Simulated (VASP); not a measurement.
# SnSe (Fm-3m) in VASP: a series of runs

Runs on SnSe. Level: PBE+D3(BJ). Tasks: single point.

All numbers are computed with VASP 6.6.1; they aren't measurements. Logs are shortened: lines on timing, memory, paths and dates and some standing lists are left out, and cuts for length are marked.

### 1 The cell of the first run

It takes space group Fm-3m (No. 225, cubic). The conventional cell has a = 6.037 Å, b = 6.037 Å, c = 6.037 Å, α = 90.00°, β = 90.00°, γ = 90.00°. Sn (site symmetry m-3m) has 6 Se at 3.02 Å within 4.0 Å. Se (site symmetry m-3m) has 6 Sn at 3.02 Å within 4.0 Å.

### 2 Single point, PBE+D3(BJ) (volume scaled by 1.03)

Contents of INCAR:

```
SYSTEM = SnSe
PREC = Accurate
ENCUT = 520
EDIFF = 1E-6
ISMEAR = 0
SIGMA = 0.02
LREAL = .False.
LASPH = .True.
NELM = 80
ALGO = Normal
ISIF = 2
LWAVE = .False.
LCHARG = .True.
GGA = PE
IVDW = 12
LELF = .True.
LVHAR = .True.
NBANDS = 17
```

Contents of KPOINTS:

```
regular mesh
0
Gamma
  10 10 10
  0 0 0
```

Contents of POSCAR:

```
SnSe
1.0
    0.0000000000      3.0183625155      3.0183625155
    3.0183625155      0.0000000000      3.0183625155
    3.0183625155      3.0183625155      0.0000000000
Sn Se
1 1
Direct
    0.0000000000      0.0000000000      0.0000000000
    0.5000000000      0.5000000000      0.5000000000
```

Potentials or basis: VASP PAW PBE potentials, release 64 (Sn_d, Se).

Run with:

```
$ cat potpaw_PBE.64/Sn_d/POTCAR potpaw_PBE.64/Se/POTCAR > POTCAR
$ mpirun -np 1 vasp_std > vasp.out
```

OUTCAR:

```text
SYSTEM = SnSe
   PREC = Accurate
   ENCUT = 520
   EDIFF = 1E-6
   ISMEAR = 0
   LREAL = .False.
   LASPH = .True.
   NELM = 80
   ISIF = 2
   GGA = PE
   IVDW = 12
 IVDW          = 12

 ion  position               nearest neighbor table
   1  0.000  0.000  0.000-   2 3.02   2 3.02   2 3.02   2 3.02   2 3.02   2 3.02
   2  0.500  0.500  0.500-   1 3.02   1 3.02   1 3.02   1 3.02   1 3.02   1 3.02

  LATTYP: Found a face centered cubic cell.
 ALAT       =     6.0367250310

  Lattice vectors:

 A1 = (   0.0000000000,   3.0183625155,   3.0183625155)
 A2 = (   3.0183625155,   0.0000000000,   3.0183625155)
 A3 = (   3.0183625155,   3.0183625155,   0.0000000000)

Analysis of symmetry for initial positions (statically):
=====================================================================
 Subroutine PRICEL returns:
 Original cell was already a primitive cell.

 Routine SETGRP: Setting up the symmetry group for a
 face centered cubic supercell.

 Subroutine GETGRP returns: Found 48 space group operations
 (whereof 48 operations were pure point group operations)
 out of a pool of 48 trial point group operations.

The static configuration has the point symmetry O_h .

Analysis of symmetry for dynamics (positions and initial velocities):
=====================================================================
 Subroutine PRICEL returns:
 Original cell was already a primitive cell.

 Routine SETGRP: Setting up the symmetry group for a
 face centered cubic supercell.

 Subroutine GETGRP returns: Found 48 space group operations
 (whereof 48 operations were pure point group operations)
 out of a pool of 48 trial point group operations.

The dynamic configuration has the point symmetry O_h .

 Subroutine INISYM returns: Found 48 space group operations
 (whereof 48 operations are pure point group operations),
 and found     1 'primitive' translations

----------------------------------------------------------------------------------------

                                     Primitive cell

  volume of cell :      54.9977

  direct lattice vectors                    reciprocal lattice vectors
     0.000000000  3.018362515  3.018362515    -0.165652733  0.165652733  0.165652733
     3.018362515  0.000000000  3.018362515     0.165652733 -0.165652733  0.165652733
     3.018362515  3.018362515  0.000000000     0.165652733  0.165652733 -0.165652733

  length of vectors
     4.268609206  4.268609206  4.268609206     0.286918950  0.286918950  0.286918950

[... 80 lines left out ...]
   EDIFF  = 0.1E-05   stopping-criterion for ELM
   LREAL  =      F    real-space projection
   EDIFFG = 0.1E-04   stopping-criterion for IOM
   NSW    =      0    number of steps for IOM
   IBRION =     -1    ionic relax: 0-MD 1-quasi-New 2-CG
   NFREE  =      0    steps in history (QN), initial steepest desc. (CG)
   ISIF   =      2    stress and relaxation
   ISYM   =      2    0-nonsym 1-usesym 2-fastsym
   POTIM  = 0.5000    time-step for ionic-motion
   TEBEG  =    0.0;   TEEND  =   0.0 temperature during run
   PSTRESS=    0.0 pullay stress
   NELECT =      20.0000    total number of electrons
   NUPDOWN=      -1.0000    fix difference up-down
   EMIN   =  10.00;   EMAX   =-10.00  energy-range for DOS
   EFERMI =   0.00;   METHOD = LEGACY
   ISMEAR =     0;   SIGMA  =   0.02  broadening in eV -4-tet -1-fermi 0-gaus
   EFERMI_NEDOS =   21; number of points for ismear=-14 and -15
   IALGO  =     38    algorithm
   IMIX   =      4    mixing-type and parameters
     AMIX     =   0.40;   BMIX     =  1.00
     AMIX_MAG =   1.60;   BMIX_MAG =  1.00
  volume/ion in A,a.u.               =      27.50       185.57
  Fermi-wavevector in a.u.,A,eV,Ry     =   1.168522  2.208186 18.577978  1.365443
  Thomas-Fermi vector in A             =   2.305007
   LORBIT       =      0    0 simple, 1 ext, 2 COOP (PROOUT), +10 PAW based schemes
   GGA     = PE    functional components
   LHFCALC =     F    Hartree Fock is set to
   AEXX    =    0.0000 exact exchange contribution
   IVDW    =    12    specifies the selected vdW correction
   LEPSILON=     F    determine dielectric tensor
   LRPA    =     F    only Hartree local field effects (RPA)
 non-spin polarized calculation
 Gauss-broadening in eV      SIGMA  =   0.02
  energy-cutoff  :      520.00
  volume of cell :       55.00
 maximum number of plane-waves:      1494
   NGX = 15   NGY = 15   NGZ = 15

 number of electron      20.0000003 magnetization

 Free energy of the ion-electron system (eV)
  ---------------------------------------------------
  ext. energy  EPLUGINS =         0.00000000
  ---------------------------------------------------
  free energy    TOTEN  =        -8.21559944 eV

  energy without entropy =       -8.21559944  energy(sigma->0) =       -8.21559944

 E-fermi :   5.6075     XC(G=0):  -9.5594

 val. band max:        5.5003453427   @ k =   0.5000   0.0000   0.0000
 cond. band min:       5.9973275010   @ k =  -0.4000   0.1000   0.0000
 fundamental gap:      0.4969821582
 Fermi energy:         5.6074685225

 k-point     1 :       0.0000    0.0000    0.0000
  band No.  band energies     occupation
      1     -16.1103      2.00000
      2     -16.1103      2.00000
      3     -16.1103      2.00000
      4     -16.1077      2.00000
      5     -16.1077      2.00000
      6      -8.3099      2.00000
[... 457 lines left out ...]
      4     -16.0975      2.00000
      5     -16.0966      2.00000
      6      -7.3978      2.00000
[... 9 lines left out ...]
     16      16.1396      0.00000
     17      16.8303      0.00000

 [... further k-points ...]

------------------------ aborting loop because EDIFF is reached ----------------------------------------

 Edisp (eV)   -0.70057

 E8    (eV) :    -0.3158

  FORCE on cell =-STRESS in cart. coord.  units (eV):
  Direction    XX          YY          ZZ          XY          YZ          ZX
  --------------------------------------------------------------------------------------
  -------------------------------------------------------------------------------------
  Total      -0.52003    -0.52003    -0.52003    -0.00000     0.00000    -0.00000
  in kB     -15.14944   -15.14944   -15.14944    -0.00000     0.00000    -0.00000
  external pressure =      -15.15 kB  Pullay stress =        0.00 kB

 VOLUME and BASIS-vectors are now :
 -----------------------------------------------------------------------------
  energy-cutoff  :      520.00
  volume of cell :       55.00
      direct lattice vectors                 reciprocal lattice vectors
     0.000000000  3.018362515  3.018362515    -0.165652733  0.165652733  0.165652733
     3.018362515  0.000000000  3.018362515     0.165652733 -0.165652733  0.165652733
     3.018362515  3.018362515  0.000000000     0.165652733  0.165652733 -0.165652733

 POSITION                                       TOTAL-FORCE (eV/Angst)
 -----------------------------------------------------------------------------------
      0.00000      0.00000      0.00000         0.000000      0.000000     -0.000000
      3.01836      3.01836      3.01836        -0.000000     -0.000000      0.000000
 -----------------------------------------------------------------------------------
    total drift:                                0.000000     -0.000000     -0.000000

  FREE ENERGIE OF THE ION-ELECTRON SYSTEM (eV)
  ---------------------------------------------------
  free  energy   TOTEN  =        -8.9161683308 eV

  energy  without entropy=       -8.9161683308  energy(sigma->0) =       -8.91616833
```

Wall time 16 s (1 thread of Intel Xeon 6975P-C (Granite Rapids), shared host); peak memory 0.21 GiB.

Results:

| Quantity | Value |
| --- | --- |
| Free energy | -8.9162 eV |
| Pressure | -1.5 GPa |
| Band gap on the k mesh | 0.50 eV, indirect (least direct gap 0.55 eV) |
| Dispersion energy per atom | -0.350 eV |

Levels at points of the mesh, in eV from the valence-band top:
| k point | band 6 | band 7 | band 8 | band 9 | band 10 | band 11 | band 12 | band 13 | band 14 | band 15 |
| --- | --- | --- | --- | --- | --- | --- | --- | --- | --- | --- |
| (0.00, 0.00, 0.00) | -13.81 | -5.10 | -2.17 | -2.17 | -2.17 | 4.28 | 4.28 | 4.28 | 5.87 | 5.87 |
| (0.50, 0.00, 0.00) | -12.90 | -8.01 | -1.92 | -1.92 | 0.00 | 0.55 | 1.25 | 1.25 | 8.23 | 10.08 |
| (0.50, 0.50, 0.00) | -12.63 | -6.01 | -5.41 | -3.60 | -3.60 | 3.05 | 5.30 | 5.30 | 5.92 | 10.42 |

Caveat: spin-orbit coupling is left out, which moves the levels of the heavy elements. A k mesh can miss the band edges.

### 3 Single point, PBE+D3(BJ) (volume scaled by 1.06)

Contents of INCAR:

```
SYSTEM = SnSe
PREC = Accurate
ENCUT = 520
EDIFF = 1E-7
ISMEAR = 0
SIGMA = 0.02
LREAL = .False.
LASPH = .True.
NELM = 60
ALGO = Normal
ISIF = 2
LWAVE = .False.
LCHARG = .False.
GGA = PE
IVDW = 12
NBANDS = 17
```

Contents of KPOINTS:

```
Automatic mesh
0
Gamma
  10 10 10
  0 0 0
```

Contents of POSCAR:

```
SnSe
1.0
    0.0000000000      3.0473870125      3.0473870125
    3.0473870125      0.0000000000      3.0473870125
    3.0473870125      3.0473870125      0.0000000000
Sn Se
1 1
Direct
    0.0000000000      0.0000000000      0.0000000000
    0.5000000000      0.5000000000      0.5000000000
```

Potentials or basis: VASP PAW PBE potentials, release 64 (Sn_d, Se).

Run with:

```
$ cat potpaw_PBE.64/Sn_d/POTCAR potpaw_PBE.64/Se/POTCAR > POTCAR
$ mpirun -np 1 vasp_std > vasp.out
```

Wall time 17 s (1 thread of Intel Xeon 6975P-C (Granite Rapids), shared host); peak memory 0.2 GiB.

The run converged. Its results:

```yaml
Free_energy: -8.8951 eV
Pressure: -2.7 GPa
Band_gap_on_the_k_mesh: 0.43 eV, direct
Dispersion_energy_per_atom: -0.340 eV
```

Levels at points of the mesh, in eV from the valence-band top:
```csv
k point,band 7,band 8,band 9,band 10,band 11,band 12,band 13,band 14
"(0.00, 0.00, 0.00)",-5.20,-2.10,-2.10,-2.10,4.16,4.16,4.16,5.89
"(0.50, 0.00, 0.00)",-7.89,-1.87,-1.87,0.00,0.43,1.25,1.25,8.13
"(0.50, 0.50, 0.00)",-6.03,-5.23,-3.48,-3.48,3.13,5.12,5.12,5.72
```

Caveat: spin-orbit coupling is left out, which moves the levels of the heavy elements. A k mesh can miss the band edges.

### 4 Single point, PBE+D3(BJ) (volume scaled by 1.10)

Contents of INCAR:

```
ALGO = Normal
EDIFF = 1E-6
ENCUT = 520
GGA = PE
ISIF = 2
ISMEAR = 0
IVDW = 12
LASPH = True
LCHARG = False
LREAL = False
LWAVE = False
NBANDS = 17
NELM = 60
PREC = Accurate
SIGMA = 0.02
```

Contents of KPOINTS:

```
k-points
0
Gamma
  10 10 10
```

Contents of POSCAR:

```
SnSe
1.0
    0.0000000000      3.0852466230      3.0852466230
    3.0852466230      0.0000000000      3.0852466230
    3.0852466230      3.0852466230      0.0000000000
Sn Se
1 1
Direct
    0.0000000000      0.0000000000      0.0000000000
    0.5000000000      0.5000000000      0.5000000000
```

Potentials or basis: VASP PAW PBE potentials, release 64 (Sn_d, Se).

Run with:

```
$ cat potpaw_PBE.64/Sn_d/POTCAR potpaw_PBE.64/Se/POTCAR > POTCAR
$ mpirun -np 1 vasp_std > vasp.out
```

OUTCAR:

```text
EDIFF = 1E-6
   ENCUT = 520
   GGA = PE
   ISIF = 2
   ISMEAR = 0
   IVDW = 12
   LASPH = True
   LREAL = False
   NELM = 60
   PREC = Accurate
 IVDW          = 12

 ion  position               nearest neighbor table
   1  0.000  0.000  0.000-   2 3.09   2 3.09   2 3.09   2 3.09   2 3.09   2 3.09
   2  0.500  0.500  0.500-   1 3.09   1 3.09   1 3.09   1 3.09   1 3.09   1 3.09

  LATTYP: Found a face centered cubic cell.
 ALAT       =     6.1704932460

  Lattice vectors:

 A1 = (   0.0000000000,   3.0852466230,   3.0852466230)
 A2 = (   3.0852466230,   0.0000000000,   3.0852466230)
 A3 = (   3.0852466230,   3.0852466230,   0.0000000000)

Analysis of symmetry for initial positions (statically):
=====================================================================
 Subroutine PRICEL returns:
 Original cell was already a primitive cell.

 Routine SETGRP: Setting up the symmetry group for a
 face centered cubic supercell.

 Subroutine GETGRP returns: Found 48 space group operations
 (whereof 48 operations were pure point group operations)
 out of a pool of 48 trial point group operations.

The static configuration has the point symmetry O_h .

Analysis of symmetry for dynamics (positions and initial velocities):
=====================================================================
 Subroutine PRICEL returns:
 Original cell was already a primitive cell.

 Routine SETGRP: Setting up the symmetry group for a
 face centered cubic supercell.

 Subroutine GETGRP returns: Found 48 space group operations
 (whereof 48 operations were pure point group operations)
 out of a pool of 48 trial point group operations.

The dynamic configuration has the point symmetry O_h .

 Subroutine INISYM returns: Found 48 space group operations
 (whereof 48 operations are pure point group operations),
 and found     1 'primitive' translations

[... 109 lines left out ...]
   ISMEAR =     0;   SIGMA  =   0.02  broadening in eV -4-tet -1-fermi 0-gaus
   EFERMI_NEDOS =   21; number of points for ismear=-14 and -15
   IALGO  =     38    algorithm
   IMIX   =      4    mixing-type and parameters
     AMIX     =   0.40;   BMIX     =  1.00
     AMIX_MAG =   1.60;   BMIX_MAG =  1.00
  volume/ion in A,a.u.               =      29.37       198.18
  Fermi-wavevector in a.u.,A,eV,Ry     =   1.143190  2.160315 17.781217  1.306883
  Thomas-Fermi vector in A             =   2.279885
   LORBIT       =      0    0 simple, 1 ext, 2 COOP (PROOUT), +10 PAW based schemes
   GGA     = PE    functional components
   LHFCALC =     F    Hartree Fock is set to
   AEXX    =    0.0000 exact exchange contribution
   IVDW    =    12    specifies the selected vdW correction
   LEPSILON=     F    determine dielectric tensor
   LRPA    =     F    only Hartree local field effects (RPA)
 non-spin polarized calculation
 Gauss-broadening in eV      SIGMA  =   0.02
  energy-cutoff  :      520.00
  volume of cell :       58.74
 maximum number of plane-waves:      1596
   NGX = 17   NGY = 17   NGZ = 17

 number of electron      19.9999994 magnetization

 Free energy of the ion-electron system (eV)
  ---------------------------------------------------
  ext. energy  EPLUGINS =         0.00000000
  ---------------------------------------------------
  free energy    TOTEN  =        -8.19412570 eV

  energy without entropy =       -8.19412570  energy(sigma->0) =       -8.19412570

 E-fermi :   5.0086     XC(G=0):  -9.2640

 val. band max:        4.8424107177   @ k =   0.5000   0.0000   0.0000
 cond. band min:       5.1240680765   @ k =   0.5000   0.0000   0.0000
 fundamental gap:      0.2816573588
 Fermi energy:         5.0086010642

 k-point     1 :       0.0000    0.0000    0.0000
  band No.  band energies     occupation
      1     -16.8400      2.00000
      2     -16.8400      2.00000
      3     -16.8400      2.00000
      4     -16.8351      2.00000
      5     -16.8351      2.00000
      6      -8.5888      2.00000
[... 457 lines left out ...]
      4     -16.8304      2.00000
      5     -16.8292      2.00000
      6      -7.8129      2.00000
[... 9 lines left out ...]
     16      15.1157      0.00000
     17      15.9213      0.00000

 [... further k-points ...]

------------------------ aborting loop because EDIFF is reached ----------------------------------------

 Edisp (eV)   -0.65779

 E8    (eV) :    -0.2967

  FORCE on cell =-STRESS in cart. coord.  units (eV):
  Direction    XX          YY          ZZ          XY          YZ          ZX
  --------------------------------------------------------------------------------------
  -------------------------------------------------------------------------------------
  Total      -1.30947    -1.30947    -1.30947     0.00000     0.00000     0.00000
  in kB     -35.71959   -35.71959   -35.71959     0.00000     0.00000     0.00000
  external pressure =      -35.72 kB  Pullay stress =        0.00 kB

 VOLUME and BASIS-vectors are now :
 -----------------------------------------------------------------------------
  energy-cutoff  :      520.00
  volume of cell :       58.74
      direct lattice vectors                 reciprocal lattice vectors
     0.000000000  3.085246623  3.085246623    -0.162061599  0.162061599  0.162061599
     3.085246623  0.000000000  3.085246623     0.162061599 -0.162061599  0.162061599
     3.085246623  3.085246623  0.000000000     0.162061599  0.162061599 -0.162061599

 POSITION                                       TOTAL-FORCE (eV/Angst)
 -----------------------------------------------------------------------------------
      0.00000      0.00000      0.00000         0.000000      0.000000      0.000000
      3.08525      3.08525      3.08525         0.000000      0.000000     -0.000000
 -----------------------------------------------------------------------------------
    total drift:                                0.000000     -0.000000     -0.000000

  FREE ENERGIE OF THE ION-ELECTRON SYSTEM (eV)
  ---------------------------------------------------
  free  energy   TOTEN  =        -8.8519154650 eV

  energy  without entropy=       -8.8519154650  energy(sigma->0) =       -8.85191546
```

stdout:

```text
POSCAR found type information on POSCAR SnSe
 POSCAR found :  2 types and       2 ions
 scaLAPACK will be used
 LDA part: xc-table for (Slater+PW92), standard interpolation
 POSCAR, INCAR and KPOINTS ok, starting setup
 FFT: planning ... GRIDC
 FFT: planning ... GRID_SOFT
 FFT: planning ... GRID
 WAVECAR not read
 entering main loop
```

Wall time 16 s (1 thread of Intel Xeon 6975P-C (Granite Rapids), shared host); peak memory 0.2 GiB.

What came out:

```yaml
Free_energy: -8.8519 eV
Pressure: -3.6 GPa
Band_gap_on_the_k_mesh: 0.28 eV, direct
Dispersion_energy_per_atom: -0.329 eV
```

Levels at points of the mesh, in eV from the valence-band top:
```csv
k point,band 8,band 9,band 10,band 11,band 12,band 13
"(0.00, 0.00, 0.00)",-2.02,-2.02,-2.02,3.99,3.99,3.99
"(0.50, 0.00, 0.00)",-1.79,-1.79,0.00,0.28,1.24,1.24
"(0.50, 0.50, 0.00)",-5.01,-3.34,-3.34,3.23,4.90,4.90
```

Caveat: spin-orbit coupling is left out, which moves the levels of the heavy elements. A k mesh can miss the band edges.

### 5 The runs side by side

```csv
cell,gap on the mesh (eV),pressure (GPa)
"a = 4.269 Å, angles 60.0°, 2 atoms",0.50,-1.5
"a = 4.310 Å, angles 60.0°, 2 atoms",0.43,-2.7
"a = 4.363 Å, angles 60.0°, 2 atoms",0.28,-3.6
```

Alike in all rows: task single point; level PBE+D3(BJ); potentials or basis VASP PAW PBE potentials, release 64 (Sn_d, Se); no spin polarisation; k mesh 10 × 10 × 10; cutoff (eV) 520; smearing gaussian 0.02 eV.

Caveats: spin-orbit coupling is left out, which moves the levels of the heavy elements.

Total energies depend on the potentials used, so only differences within one code and one set of settings carry meaning.
